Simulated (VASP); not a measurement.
# AlH2F (P6_3/mmc) in VASP: single point with PBE

Aim: the single point of AlH2F with PBE.

Program: VASP 6.6.1. These are calculated values, not measurements. Logs are shortened: lines on timing, memory, paths and dates and some standing lists are left out, and cuts for length are marked.

## (1) The cell of the first run

Symmetry: P6_3/mmc, No. 194, hexagonal system. The conventional cell has a = 2.778 Å, b = 2.778 Å, c = 12.433 Å, α = 90.00°, β = 90.00°, γ = 120.00°. Within 3.4 Å of Al (site symmetry -6m2) lie 6 H at 2.61 Å and 6 Al at 2.78 Å. H (site symmetry 3m) has 3 F at 1.91 Å within 2.5 Å. F (site symmetry -3m) has 6 H at 1.91 Å within 2.5 Å.

## (2) Single point, PBE

The input, INCAR:

```
SYSTEM = AlH2F
  ALGO = Normal
  EDIFF = 1E-6
  ENCUT = 520
  GGA = PE
  ISIF = 2
  ISMEAR = 0
  LASPH = .True.
  LCHARG = .True.
  LELF = .True.
  LREAL = .False.
  LVHAR = .True.
  LWAVE = .False.
  NBANDS = 22
  NELM = 100
  PREC = Accurate
  SIGMA = 0.1
```

The input, KPOINTS:

```
k-points
0
Gamma
  6 6 2
  0 0 0
```

The input, POSCAR:

```
AlH2F
1.0
    2.7775126100      0.0000000000      0.0000000000
   -1.3887563000      2.4053964800      0.0000000000
    0.0000000000      0.0000000000     12.4329105000
Al H F
2 4 2
Direct
    0.3333333300      0.6666666700      0.7500000000
    0.6666666700      0.3333333300      0.2500000000
    0.3333333300      0.6666666700      0.0840131100
    0.6666666700      0.3333333300      0.5840131100
    0.6666666700      0.3333333300      0.9159868900
    0.3333333300      0.6666666700      0.4159868900
    0.0000000000      0.0000000000      0.0000000000
    0.0000000000      0.0000000000      0.5000000000
```

Potentials or basis: VASP PAW PBE potentials, release 64 (Al, H, F).

Command:

```
$ cat potpaw_PBE.64/Al/POTCAR potpaw_PBE.64/H/POTCAR potpaw_PBE.64/F/POTCAR > POTCAR
$ mpirun -np 1 vasp_std > vasp.out
```

OUTCAR:

```text
SYSTEM = AlH2F
   EDIFF = 1E-6
   ENCUT = 520
   GGA = PE
   ISIF = 2
   ISMEAR = 0
   LASPH = .True.
   LREAL = .False.
   NELM = 100
   PREC = Accurate

 ion  position               nearest neighbor table
   1  0.333  0.667  0.750-
   2  0.667  0.333  0.250-
   3  0.333  0.667  0.084-
   4  0.667  0.333  0.584-
   5  0.667  0.333  0.916-
   6  0.333  0.667  0.416-
   7  0.000  0.000  0.000-
   8  0.000  0.000  0.500-

  LATTYP: Found a hexagonal cell.
 ALAT       =     2.7775126100
 C/A-ratio  =     4.4762750870

  Lattice vectors:

 A1 = (   2.7775126100,   0.0000000000,   0.0000000000)
 A2 = (  -1.3887563000,   2.4053964800,   0.0000000000)
 A3 = (   0.0000000000,   0.0000000000,  12.4329105000)

Analysis of symmetry for initial positions (statically):
=====================================================================
 Subroutine PRICEL returns:
 Original cell was already a primitive cell.

 Routine SETGRP: Setting up the symmetry group for a
 hexagonal supercell.

 Subroutine GETGRP returns: Found 24 space group operations
 (whereof 12 operations were pure point group operations)
 out of a pool of 24 trial point group operations.

The static configuration has the point symmetry D_3d.
 The point group associated with its full space group is D_6h.

Analysis of symmetry for dynamics (positions and initial velocities):
=====================================================================
 Subroutine PRICEL returns:
 Original cell was already a primitive cell.

 Routine SETGRP: Setting up the symmetry group for a
 hexagonal supercell.

 Subroutine GETGRP returns: Found 24 space group operations
 (whereof 12 operations were pure point group operations)
 out of a pool of 24 trial point group operations.

The dynamic configuration has the point symmetry D_3d.
 The point group associated with its full space group is D_6h.

 Subroutine INISYM returns: Found 24 space group operations
 (whereof 12 operations are pure point group operations),
 and found     1 'primitive' translations

----------------------------------------------------------------------------------------

                                     Primitive cell

  volume of cell :      83.0645

  direct lattice vectors                    reciprocal lattice vectors
     2.777512610  0.000000000  0.000000000     0.360034369  0.207865939  0.000000000
    -1.388756300  2.405396480  0.000000000     0.000000000  0.415731880  0.000000000
     0.000000000  0.000000000 12.432910500     0.000000000  0.000000000  0.080431690

  length of vectors
     2.777512610  2.777512608 12.432910500     0.415731879  0.415731880  0.080431690

  position of ions in fractional coordinates (direct lattice)
     0.333333330  0.666666670  0.750000000
     0.666666670  0.333333330  0.250000000
     0.333333330  0.666666670  0.084013110
     0.666666670  0.333333330  0.584013110
     0.666666670  0.333333330  0.915986890
     0.333333330  0.666666670  0.415986890
     0.000000000  0.000000000  0.000000000
     0.000000000  0.000000000  0.500000000

  ion indices of the primitive-cell ions
   primitive index   ion index
                 1           1
                 2           2
                 3           3
                 4           4
                 5           5
                 6           6
                 7           7
                 8           8

----------------------------------------------------------------------------------------

 KPOINTS: k-points

Automatic generation of k-mesh.
 Grid dimensions read from file:
 generate k-points for:    6    6    2

 Generating k-lattice:

  Cartesian coordinates                     Fractional coordinates (reciprocal lattice)
     0.060005728  0.034644323  0.000000000     0.166666667 -0.000000000  0.000000000
     0.000000000  0.069288647  0.000000000     0.000000000  0.166666667  0.000000000
     0.000000000  0.000000000  0.040215845     0.000000000  0.000000000  0.500000000

  Length of vectors
     0.069288647  0.069288647  0.040215845

  Shift w.r.t. Gamma in fractional coordinates (k-lattice)
     0.000000000  0.000000000  0.000000000

 Subroutine IBZKPT returns following result:
 ===========================================

 Found     14 irreducible k-points:

 Following reciprocal coordinates:
            Coordinates               Weight
  0.000000  0.000000  0.000000      1.000000
  0.166667  0.000000  0.000000      6.000000
  0.333333  0.000000  0.000000      6.000000
  0.500000  0.000000  0.000000      3.000000
  0.166667  0.166667  0.000000      6.000000
  0.333333  0.166667  0.000000     12.000000
  0.333333  0.333333  0.000000      2.000000
  0.000000  0.000000  0.500000      1.000000
  0.166667  0.000000  0.500000      6.000000
  0.333333  0.000000  0.500000      6.000000
  0.500000  0.000000  0.500000      3.000000
  0.166667  0.166667  0.500000      6.000000
  0.333333  0.166667  0.500000     12.000000
  0.333333  0.333333  0.500000      2.000000
   k-points           NKPTS =     14   k-points in BZ     NKDIM =     14   number of bands    NBANDS=     22
   number of dos      NEDOS =    301   number of ions     NIONS =      8
   total plane-waves  NPLWV =  55296
   dimension x,y,z NGX =    24 NGY =   24 NGZ =   96
   dimension x,y,z NGXF=    48 NGYF=   48 NGZF=  192
   ions per type =               2   4   2
   NGX,Y,Z   is equivalent  to a cutoff of  14.37, 14.37, 12.84 a.u.
   NGXF,Y,Z  is equivalent  to a cutoff of  28.73, 28.73, 25.67 a.u.
 SYSTEM =  AlH2F
   PREC   = accura    normal or accurate (medium, high low for compatibility)
   ISTART =      0    job   : 0-new  1-cont  2-samecut
   ICHARG =      2    charge: 1-file 2-atom 10-const
   ISPIN  =      1    spin polarized calculation?
   LNONCOLLINEAR =      F non collinear calculations
   LSORBIT =      F    spin-orbit coupling
   LASPH  =      T    aspherical Exc in radial PAW
   ENCUT  =  520.0 eV  38.22 Ry    6.18 a.u.   5.16  5.16 23.12*2*pi/ulx,y,z
   NELM   =    100;   NELMIN=  2; NELMDL= -5     # of ELM steps
   EDIFF  = 0.1E-05   stopping-criterion for ELM
   LREAL  =      F    real-space projection
   EDIFFG = 0.1E-04   stopping-criterion for IOM
   NSW    =      0    number of steps for IOM
   IBRION =     -1    ionic relax: 0-MD 1-quasi-New 2-CG
   NFREE  =      0    steps in history (QN), initial steepest desc. (CG)
   ISIF   =      2    stress and relaxation
   ISYM   =      2    0-nonsym 1-usesym 2-fastsym
   POTIM  = 0.5000    time-step for ionic-motion
   TEBEG  =    0.0;   TEEND  =   0.0 temperature during run
   PSTRESS=    0.0 pullay stress
   NELECT =      24.0000    total number of electrons
   NUPDOWN=      -1.0000    fix difference up-down
   EMIN   =  10.00;   EMAX   =-10.00  energy-range for DOS
   EFERMI =   0.00;   METHOD = LEGACY
   ISMEAR =     0;   SIGMA  =   0.10  broadening in eV -4-tet -1-fermi 0-gaus
   EFERMI_NEDOS =   21; number of points for ismear=-14 and -15
   IALGO  =     38    algorithm
   IMIX   =      4    mixing-type and parameters
     AMIX     =   0.40;   BMIX     =  1.00
     AMIX_MAG =   1.60;   BMIX_MAG =  1.00
  volume/ion in A,a.u.               =      10.38        70.07
  Fermi-wavevector in a.u.,A,eV,Ry     =   1.082281  2.045215 15.936944  1.171332
  Thomas-Fermi vector in A             =   2.218319
   LORBIT       =      0    0 simple, 1 ext, 2 COOP (PROOUT), +10 PAW based schemes
   GGA     = PE    functional components
   LHFCALC =     F    Hartree Fock is set to
   AEXX    =    0.0000 exact exchange contribution
   IVDW    =     0    specifies the selected vdW correction
   LEPSILON=     F    determine dielectric tensor
   LRPA    =     F    only Hartree local field effects (RPA)
 non-spin polarized calculation
 Gauss-broadening in eV      SIGMA  =   0.10
  energy-cutoff  :      520.00
  volume of cell :       83.06
 maximum number of plane-waves:      2248
 NGX is ok and might be reduce to    24
   NGX = 11   NGY = 11   NGZ = 47

 number of electron      24.0000020 magnetization

 Free energy of the ion-electron system (eV)
  ---------------------------------------------------
  ext. energy  EPLUGINS =         0.00000000
  ---------------------------------------------------
  free energy    TOTEN  =       -21.24752189 eV

  energy without entropy =      -21.23241188  energy(sigma->0) =      -21.23996689

 E-fermi :   2.2320     XC(G=0):  -9.3689

 val. band max:        2.2147330386   @ k =   0.3333   0.1667   0.0000
 cond. band min:       2.2854250662   @ k =   0.5000   0.0000   0.5000
 fundamental gap:      0.0706920275
 Fermi energy:         2.2319908111

 k-point     1 :       0.0000    0.0000    0.0000
  band No.  band energies     occupation
      1     -20.2934      2.00000
      2     -20.2927      2.00000
      3      -6.6980      2.00000
      4      -6.3933      2.00000
      5      -4.2386      2.00000
      6      -2.6596      2.00000
[... 14 lines left out ...]
     21      16.1909      0.00000
     22      16.1909      0.00000

 k-point     2 :       0.1667    0.0000    0.0000
  band No.  band energies     occupation
      1     -20.1571      2.00000
      2     -20.1566      2.00000
      3      -6.0196      2.00000
      4      -5.7377      2.00000
      5      -3.7503      2.00000
      6      -2.2894      2.00000
[... 14 lines left out ...]
     21      13.6031      0.00000
     22      13.6328      0.00000

 k-point     3 :       0.3333    0.0000    0.0000
  band No.  band energies     occupation
      1     -19.8715      2.00000
      2     -19.8715      2.00000
      3      -4.1736      2.00000
      4      -3.9805      2.00000
      5      -3.2863      2.00000
      6      -2.4074      2.00000
[... 14 lines left out ...]
     21      11.8861      0.00000
     22      11.9166      0.00000
[... 226 lines left out ...]
 k-point    13 :       0.3333    0.1667    0.5000
  band No.  band energies     occupation
      1     -19.7232      2.00000
      2     -19.7232      2.00000
      3      -3.4570      2.00000
      4      -3.4570      2.00000
      5      -2.1216      2.00000
      6      -2.1216      2.00000
[... 14 lines left out ...]
     21      11.0005      0.00000
     22      11.0005      0.00000

 k-point    14 :       0.3333    0.3333    0.5000
  band No.  band energies     occupation
      1     -19.6484      2.00000
      2     -19.6484      2.00000
      3      -2.7059      2.00000
      4      -2.7059      2.00000
      5      -2.6528      2.00000
      6      -2.6528      2.00000
[... 14 lines left out ...]
     21       9.5275      0.00000
     22       9.5275      0.00000

------------------------ aborting loop because EDIFF is reached ----------------------------------------

  FORCE on cell =-STRESS in cart. coord.  units (eV):
  Direction    XX          YY          ZZ          XY          YZ          ZX
  --------------------------------------------------------------------------------------
  -------------------------------------------------------------------------------------
  Total       -4.4947343     -4.4947343    -10.9602363     -0.0000000      0.0000000      0.0000000
  in kB      -86.6960060    -86.6960061   -211.4048668     -0.0000002      0.0000000      0.0000000
  external PRESSURE =    -128.2656263 kB  Pullay stress =       0.0000000 kB

 VOLUME and BASIS-vectors are now :
 -----------------------------------------------------------------------------
  energy-cutoff  :      520.00
  volume of cell :       83.06
      direct lattice vectors                 reciprocal lattice vectors
     2.777512610  0.000000000  0.000000000     0.360034369  0.207865939  0.000000000
    -1.388756300  2.405396480  0.000000000     0.000000000  0.415731880  0.000000000
     0.000000000  0.000000000 12.432910500     0.000000000  0.000000000  0.080431690

 POSITION                                       TOTAL-FORCE (eV/Angst)
 -----------------------------------------------------------------------------------
     -0.00000      1.60360      9.32468         0.000000     -0.000000     -0.000000
      1.38876      0.80180      3.10823         0.000000      0.000000     -0.000000
     -0.00000      1.60360      1.04453         0.000000      0.000000      0.262957
      1.38876      0.80180      7.26098        -0.000000      0.000000      0.262957
      1.38876      0.80180     11.38838        -0.000000     -0.000000     -0.262957
     -0.00000      1.60360      5.17193         0.000000     -0.000000     -0.262957
      0.00000      0.00000      0.00000         0.000000      0.000000     -0.000000
      0.00000      0.00000      6.21646        -0.000000      0.000000     -0.000000
 -----------------------------------------------------------------------------------
    total drift:                               -0.000008      0.000005     -0.000000

  FREE ENERGIE OF THE ION-ELECTRON SYSTEM (eV)
  ---------------------------------------------------
  free  energy   TOTEN  =       -21.2475218921 eV

  energy  without entropy=      -21.2324118790  energy(sigma->0) =      -21.23996689
```

Run time: 25 s. Hardware: 1 thread of Intel Xeon Platinum 8488C (Sapphire Rapids), shared host; peak memory 0.22 GiB.

What came out:

| Quantity | Value |
| --- | --- |
| Free energy | -21.2475 eV |
| Pressure | -12.8 GPa |
| Largest force | 0.263 eV/Å |
| Band gap on the k mesh | zero (band 12 reaches 2.21 eV, above the bottom of band 13 at 1.30 eV) |

Forces in eV/Å, atoms in the order of the input:
```
Al   0.000  0.000  0.000
Al   0.000  0.000  0.000
H    0.000  0.000  0.263
H    0.000  0.000  0.263
H    0.000  0.000 -0.263
H    0.000  0.000 -0.263
F    0.000  0.000  0.000
F    0.000  0.000  0.000
```

Stress tensor (GPa, compression positive):
```
 -8.67   0.00   0.00
  0.00  -8.67   0.00
  0.00   0.00 -21.14
```

Caveat: the k points lie up to 0.44 Å⁻¹ apart.
